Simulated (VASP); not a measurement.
# WS2 (R3m) in VASP: a series of runs

Runs on WS2. Level: PBE. Tasks: single point.

Program: VASP 6.6.1. These are calculated values, not measurements. Logs are shortened: lines on timing, memory, paths and dates and some standing lists are left out, and cuts for length are marked.

**1. The cell of the first run**

It takes space group R3m (No. 160, trigonal). The conventional cell has a = 3.185 Å, b = 3.185 Å, c = 19.469 Å, α = 90.00°, β = 90.00°, γ = 120.00°. Within 3.2 Å of W (site symmetry 3m) lie 6 S at 2.41 Å and 6 W at 3.18 Å. Within 3.2 Å of S (site symmetry 3m) lie 3 W at 2.41 Å and 7 S at 3.12 to 3.18 Å. Within 3.2 Å of S (site symmetry 3m) lie 3 W at 2.41 Å and 7 S at 3.12 to 3.18 Å.

**2. Single point, PBE**

The input, INCAR:

```
SYSTEM = WS2
ALGO     = Normal         ! electronic algorithm
EDIFF    = 1E-6           ! SCF threshold, eV
ENCUT    = 520            ! plane-wave cutoff, eV
GGA      = PE             ! functional
ISIF     = 2              ! what is computed and relaxed
ISMEAR   = 0              ! smearing method
LASPH    = .True.         ! aspherical terms in the spheres
LCHARG   = .True.         ! write CHGCAR
LELF     = .True.         ! ELF
LREAL    = .False.        ! projectors in reciprocal space
LVHAR    = .True.       
LWAVE    = .False.        ! write WAVECAR
NBANDS   = 20             ! bands
NELM     = 80             ! most SCF steps
PREC     = Accurate       ! precision mode
SIGMA    = 0.1            ! smearing width, eV
```

The input, KPOINTS:

```
k-points
0
Gamma
  6 6 6
  0 0 0
```

The input, POSCAR:

```
WS2
1.0
    1.5924332554      0.9193917687      6.4898005779
   -1.5924332554      0.9193917687      6.4898005779
    0.0000000000     -1.8387835373      6.4898005779
W S
1 2
Direct
    0.0006678700      0.0006678700      0.0006678700
    0.4141123200      0.4141123200      0.4141123200
    0.2539198100      0.2539198100      0.2539198100
```

Potentials or basis: VASP PAW PBE potentials, release 64 (W_sv, S).

Launch:

```bash
$ cat potpaw_PBE.64/W_sv/POTCAR potpaw_PBE.64/S/POTCAR > POTCAR
$ mpirun -np 1 vasp_std > vasp.out
```

OUTCAR:

```text
SYSTEM = WS2
   EDIFF = 1E-6
   ENCUT = 520
   GGA = PE
   ISIF = 2
   ISMEAR = 0
   LASPH = .True.
   LREAL = .False.
   NELM = 80
   PREC = Accurate

 ion  position               nearest neighbor table
   1  0.001  0.001  0.001-   3 2.41   3 2.41   3 2.41   2 2.41   2 2.41   2 2.41
   2  0.414  0.414  0.414-   1 2.41   1 2.41   1 2.41
   3  0.254  0.254  0.254-   1 2.41   1 2.41   1 2.41

  LATTYP: Found a trigonal (rhomboedric) cell.
 ALAT       =     6.7452677069
 COS(alpha) =     0.8885310035

  Lattice vectors:

 A1 = (   1.5924332554,   0.9193917687,   6.4898005779)
 A2 = (  -1.5924332554,   0.9193917687,   6.4898005779)
 A3 = (   0.0000000000,  -1.8387835373,   6.4898005779)

Analysis of symmetry for initial positions (statically):
=====================================================================
 Subroutine PRICEL returns:
 Original cell was already a primitive cell.

 Routine SETGRP: Setting up the symmetry group for a
 trigonal (rhombohedral) supercell.

 Subroutine GETGRP returns: Found  6 space group operations
 (whereof  6 operations were pure point group operations)
 out of a pool of 12 trial point group operations.

The static configuration has the point symmetry C_3v.

Analysis of symmetry for dynamics (positions and initial velocities):
=====================================================================
 Subroutine PRICEL returns:
 Original cell was already a primitive cell.

 Routine SETGRP: Setting up the symmetry group for a
 trigonal (rhombohedral) supercell.

 Subroutine GETGRP returns: Found  6 space group operations
 (whereof  6 operations were pure point group operations)
 out of a pool of 12 trial point group operations.

The dynamic configuration has the point symmetry C_3v.

 Subroutine INISYM returns: Found  6 space group operations
 (whereof  6 operations are pure point group operations),
 and found     1 'primitive' translations

----------------------------------------------------------------------------------------

                                     Primitive cell

  volume of cell :      57.0091

  direct lattice vectors                    reciprocal lattice vectors
     1.592433255  0.919391769  6.489800578     0.313984902  0.181279268  0.051362647
    -1.592433255  0.919391769  6.489800578    -0.313984902  0.181279268  0.051362647
     0.000000000 -1.838783537  6.489800578     0.000000000 -0.362558536  0.051362647

  length of vectors
     6.745267707  6.745267707  6.745267707     0.366178663  0.366178663  0.366178663

  position of ions in fractional coordinates (direct lattice)
     0.000667870  0.000667870  0.000667870
     0.414112320  0.414112320  0.414112320
     0.253919810  0.253919810  0.253919810

  ion indices of the primitive-cell ions
   primitive index   ion index
                 1           1
                 2           2
                 3           3

----------------------------------------------------------------------------------------

 KPOINTS: k-points

Automatic generation of k-mesh.
 Grid dimensions read from file:
 generate k-points for:    6    6    6

 Generating k-lattice:

  Cartesian coordinates                     Fractional coordinates (reciprocal lattice)
     0.052330817  0.030213211  0.008560441     0.166666667  0.000000000 -0.000000000
    -0.052330817  0.030213211  0.008560441     0.000000000  0.166666667 -0.000000000
     0.000000000 -0.060426423  0.008560441    -0.000000000 -0.000000000  0.166666667

  Length of vectors
     0.061029777  0.061029777  0.061029777

  Shift w.r.t. Gamma in fractional coordinates (k-lattice)
     0.000000000  0.000000000  0.000000000

 Subroutine IBZKPT returns following result:
 ===========================================

 Found     32 irreducible k-points:

 Following reciprocal coordinates:
            Coordinates               Weight
  0.000000  0.000000  0.000000      1.000000
  0.166667  0.000000  0.000000      6.000000
  0.333333  0.000000 -0.000000      6.000000
  0.500000 -0.000000  0.000000      3.000000
  0.166667  0.166667 -0.000000      6.000000
  0.333333  0.166667  0.000000     12.000000
[... 16 lines left out ...]
  0.500000  0.500000  0.166667      6.000000
 -0.333333  0.500000  0.166667     12.000000
 [... further k-points ...]
   k-points           NKPTS =     32   k-points in BZ     NKDIM =     32   number of bands    NBANDS=     20
   number of dos      NEDOS =    301   number of ions     NIONS =      3
   total plane-waves  NPLWV = 125000
   dimension x,y,z NGX =    50 NGY =   50 NGZ =   50
   dimension x,y,z NGXF=   100 NGYF=  100 NGZF=  100
   ions per type =               1   2
   NGX,Y,Z   is equivalent  to a cutoff of  12.32, 12.32, 12.32 a.u.
   NGXF,Y,Z  is equivalent  to a cutoff of  24.65, 24.65, 24.65 a.u.
 SYSTEM =  WS2
   PREC   = accura    normal or accurate (medium, high low for compatibility)
   ISTART =      0    job   : 0-new  1-cont  2-samecut
   ICHARG =      2    charge: 1-file 2-atom 10-const
   ISPIN  =      1    spin polarized calculation?
   LNONCOLLINEAR =      F non collinear calculations
   LSORBIT =      F    spin-orbit coupling
   LASPH  =      T    aspherical Exc in radial PAW
   ENCUT  =  520.0 eV  38.22 Ry    6.18 a.u.  12.54 12.54 12.54*2*pi/ulx,y,z
   NELM   =     80;   NELMIN=  2; NELMDL= -5     # of ELM steps
   EDIFF  = 0.1E-05   stopping-criterion for ELM
   LREAL  =      F    real-space projection
   EDIFFG = 0.1E-04   stopping-criterion for IOM
   NSW    =      0    number of steps for IOM
   IBRION =     -1    ionic relax: 0-MD 1-quasi-New 2-CG
   NFREE  =      0    steps in history (QN), initial steepest desc. (CG)
   ISIF   =      2    stress and relaxation
   ISYM   =      2    0-nonsym 1-usesym 2-fastsym
   POTIM  = 0.5000    time-step for ionic-motion
   TEBEG  =    0.0;   TEEND  =   0.0 temperature during run
   PSTRESS=    0.0 pullay stress
   NELECT =      26.0000    total number of electrons
   NUPDOWN=      -1.0000    fix difference up-down
   EMIN   =  10.00;   EMAX   =-10.00  energy-range for DOS
   EFERMI =   0.00;   METHOD = LEGACY
   ISMEAR =     0;   SIGMA  =   0.10  broadening in eV -4-tet -1-fermi 0-gaus
   EFERMI_NEDOS =   21; number of points for ismear=-14 and -15
   IALGO  =     38    algorithm
   IMIX   =      4    mixing-type and parameters
     AMIX     =   0.40;   BMIX     =  1.00
     AMIX_MAG =   1.60;   BMIX_MAG =  1.00
  volume/ion in A,a.u.               =      19.00       128.24
  Fermi-wavevector in a.u.,A,eV,Ry     =   1.260137  2.381314 21.605310  1.587945
  Thomas-Fermi vector in A             =   2.393662
   LORBIT       =      0    0 simple, 1 ext, 2 COOP (PROOUT), +10 PAW based schemes
   GGA     = PE    functional components
   LHFCALC =     F    Hartree Fock is set to
   AEXX    =    0.0000 exact exchange contribution
   IVDW    =     0    specifies the selected vdW correction
   LEPSILON=     F    determine dielectric tensor
   LRPA    =     F    only Hartree local field effects (RPA)
 non-spin polarized calculation
 Gauss-broadening in eV      SIGMA  =   0.10
  energy-cutoff  :      520.00
  volume of cell :       57.01
 maximum number of plane-waves:      1546
   NGX = 25   NGY = 25   NGZ = 25

 number of electron      26.0000001 magnetization

 Free energy of the ion-electron system (eV)
  ---------------------------------------------------
  ext. energy  EPLUGINS =         0.00000000
  ---------------------------------------------------
  free energy    TOTEN  =       -23.65847474 eV

  energy without entropy =      -23.65847474  energy(sigma->0) =      -23.65847474

 E-fermi :   7.1248     XC(G=0): -10.4782

 val. band max:        6.5343844275   @ k =   0.5000   0.5000   0.5000
 cond. band min:       7.7961268709   @ k =  -0.1667   0.1667   0.0000
 fundamental gap:      1.2617424435
 Fermi energy:         7.1247679160

 k-point     1 :       0.0000    0.0000    0.0000
  band No.  band energies     occupation
      1     -68.0070      2.00000
      2     -32.2470      2.00000
      3     -32.0978      2.00000
      4     -32.0978      2.00000
      5      -8.8261      2.00000
      6      -6.9997      2.00000
[... 12 lines left out ...]
     19      14.3090      0.00000
     20      14.5536      0.00000

 k-point     2 :       0.1667    0.0000    0.0000
  band No.  band energies     occupation
      1     -68.0028      2.00000
      2     -32.2318      2.00000
      3     -32.1820      2.00000
      4     -32.1175      2.00000
      5      -8.3831      2.00000
      6      -6.8608      2.00000
[... 12 lines left out ...]
     19      14.8024      0.00000
     20      15.6486      0.00000

 k-point     3 :       0.3333    0.0000   -0.0000
  band No.  band energies     occupation
      1     -67.9946      2.00000
      2     -32.3468      2.00000
      3     -32.2012      2.00000
      4     -32.1565      2.00000
      5      -7.3409      2.00000
      6      -6.5423      2.00000
[... 12 lines left out ...]
     19      13.8356      0.00000
     20      14.3986      0.00000

 k-point     4 :       0.5000   -0.0000    0.0000
  band No.  band energies     occupation
      1     -67.9904      2.00000
      2     -32.4274      2.00000
      3     -32.1859      2.00000
      4     -32.1759      2.00000
      5      -6.6801      2.00000
      6      -6.3571      2.00000
[... 12 lines left out ...]
     19      13.3236      0.00000
     20      13.9495      0.00000

 k-point     5 :       0.1667    0.1667   -0.0000
  band No.  band energies     occupation
      1     -68.0028      2.00000
      2     -32.2318      2.00000
      3     -32.1820      2.00000
      4     -32.1175      2.00000
      5      -8.3743      2.00000
      6      -6.8775      2.00000
[... 12 lines left out ...]
     19      14.8170      0.00000
     20      15.5270      0.00000
[... 353 lines left out ...]
      6      -6.3820      2.00000
[... 12 lines left out ...]
     19      14.7457      0.00000
     20      14.8690      0.00000

 k-point    22 :      -0.1667    0.3333    0.1667
  band No.  band energies     occupation
      1     -67.9904      2.00000
      2     -32.3864      2.00000
      3     -32.2185      2.00000
      4     -32.1859      2.00000
      5      -6.6997      2.00000
      6      -6.3439      2.00000
[... 12 lines left out ...]
     19      14.3662      0.00000
     20      14.9719      0.00000

 k-point    23 :       0.5000    0.5000    0.1667
  band No.  band energies     occupation
      1     -67.9945      2.00000
      2     -32.3468      2.00000
      3     -32.2012      2.00000
      4     -32.1565      2.00000
      5      -7.2674      2.00000
      6      -6.6416      2.00000
[... 12 lines left out ...]
     19      13.8209      0.00000
     20      15.2228      0.00000

 k-point    24 :      -0.3333    0.5000    0.1667
  band No.  band energies     occupation
      1     -67.9904      2.00000
      2     -32.3864      2.00000
      3     -32.2185      2.00000
      4     -32.1859      2.00000
      5      -6.6525      2.00000
      6      -6.3974      2.00000
[... 12 lines left out ...]
     19      14.3607      0.00000
     20      14.8536      0.00000

 [... further k-points ...]

------------------------ aborting loop because EDIFF is reached ----------------------------------------

  FORCE on cell =-STRESS in cart. coord.  units (eV):
  Direction    XX          YY          ZZ          XY          YZ          ZX
  --------------------------------------------------------------------------------------
  -------------------------------------------------------------------------------------
  Total        0.4268811      0.4268811      1.0202043      0.0000000      0.0000000      0.0000000
  in kB       11.9970107     11.9970107     28.6716880      0.0000000      0.0000000      0.0000000
  external PRESSURE =      17.5552365 kB  Pullay stress =       0.0000000 kB

 VOLUME and BASIS-vectors are now :
 -----------------------------------------------------------------------------
  energy-cutoff  :      520.00
  volume of cell :       57.01
      direct lattice vectors                 reciprocal lattice vectors
     1.592433255  0.919391769  6.489800578     0.313984902  0.181279268  0.051362647
    -1.592433255  0.919391769  6.489800578    -0.313984902  0.181279268  0.051362647
     0.000000000 -1.838783537  6.489800578     0.000000000 -0.362558536  0.051362647

 POSITION                                       TOTAL-FORCE (eV/Angst)
 -----------------------------------------------------------------------------------
      0.00000      0.00000      0.01300         0.000000      0.000000      0.005305
      0.00000      0.00000      8.06252         0.000000      0.000000      0.207281
      0.00000      0.00000      4.94367         0.000000     -0.000000     -0.212587
 -----------------------------------------------------------------------------------
    total drift:                                0.000000     -0.000000     -0.000120

  FREE ENERGIE OF THE ION-ELECTRON SYSTEM (eV)
  ---------------------------------------------------
  free  energy   TOTEN  =       -23.6584747424 eV

  energy  without entropy=      -23.6584747424  energy(sigma->0) =      -23.65847474
```

Wall time 3 min (1 thread of AMD EPYC 7R43 (Zen 3), shared host); peak memory 0.29 GiB.

What came out:

- Free energy: -23.6585 eV
- Pressure: 1.8 GPa
- Largest force: 0.213 eV/Å
- Band gap on the k mesh: 1.26 eV, indirect (least direct gap 1.79 eV)

Forces in eV/Å, atoms in the order of the input:
```
W    0.000  0.000  0.005
S    0.000  0.000  0.207
S    0.000  0.000 -0.213
```

Levels at points of the mesh, in eV from the valence-band top:
```
           k point  band 10  band 11  band 12  band 13  band 14  band 15  band 16  band 17
(0.00, 0.00, 0.00)    -2.20    -2.20    -1.74    -0.92     2.33     2.33     2.57     2.57
(0.50, 0.00, 0.00)    -3.99    -2.47    -1.79    -1.52     2.33     2.71     3.69     4.09
(0.50, 0.50, 0.00)    -3.95    -2.85    -1.88    -1.40     2.30     2.80     3.36     4.36
(0.50, 0.50, 0.50)    -3.34    -2.18    -2.18     0.00     2.38     2.38     2.50     2.50
```

Caveat: spin-orbit coupling is left out, which moves the levels of the heavy elements. A k mesh can miss the band edges.

**3. Single point, PBE**

This run uses another cell than the first one, of 12.62 Å³/atom, 0.664 times its volume.

The input, INCAR:

```
PREC = Accurate
ENCUT = 520
EDIFF = 1E-6
ISMEAR = 0
SIGMA = 0.01
LREAL = False
LASPH = True
NELM = 80
ALGO = Normal
ISIF = 2
LWAVE = False
LCHARG = False
GGA = PE
NBANDS = 20
```

The input, KPOINTS:

```
regular mesh
0
Gamma
  12 12 12
```

The input, POSCAR:

```
WS2
1.0
    1.4583978363      0.8420063834      5.1374496542
   -1.4583978363      0.8420063834      5.1374496542
    0.0000000000     -1.6840127668      5.1374496542
W S
1 2
Direct
    0.0002639891      0.0002639891      0.0002639891
    0.4369494714      0.4369494714      0.4369494714
    0.2314865396      0.2314865396      0.2314865396
```

Potentials or basis: VASP PAW PBE potentials, release 64 (W_sv, S).

Launch:

```bash
$ cat potpaw_PBE.64/W_sv/POTCAR potpaw_PBE.64/S/POTCAR > POTCAR
$ mpirun -np 1 vasp_std > vasp.out
```

Run time: 2.4 min. Hardware: 1 thread of AMD EPYC 9R45 (Zen 5), shared host; peak memory 0.29 GiB.

The run converged. Its results:

```
Free energy            : -21.4399 eV
Pressure               : 60.1 GPa
Largest force          : 0.011 eV/Å
Band gap on the k mesh : zero (band 13 reaches 13.78 eV, above the bottom of band 14 at 13.20 eV)
```

Forces on the atoms (eV/Å):
```
W    0.000  0.000 -0.003
S    0.000  0.000 -0.008
S    0.000  0.000  0.011
```

Stress tensor (GPa, compression positive):
```
60.11  0.00  0.00
 0.00 60.11  0.00
 0.00  0.00 60.19
```

Levels at points of the mesh, in eV from the Fermi level:
```
           k point  band 10  band 11  band 12  band 13  band 14  band 15  band 16  band 17
(0.00, 0.00, 0.00)    -3.07    -2.91    -2.91     0.09     1.37     1.37     2.67     2.67
(0.50, 0.00, 0.00)    -5.59    -3.31    -2.84    -1.60     2.04     2.21     2.97     3.77
(0.50, 0.50, 0.00)    -4.80    -4.77    -3.53    -2.41     2.18     2.75     3.67     5.17
(0.50, 0.50, 0.50)    -4.31    -2.53    -2.53     0.52     1.19     1.19     2.45     2.45
```

Caveat: spin-orbit coupling is left out, which moves the levels of the heavy elements.
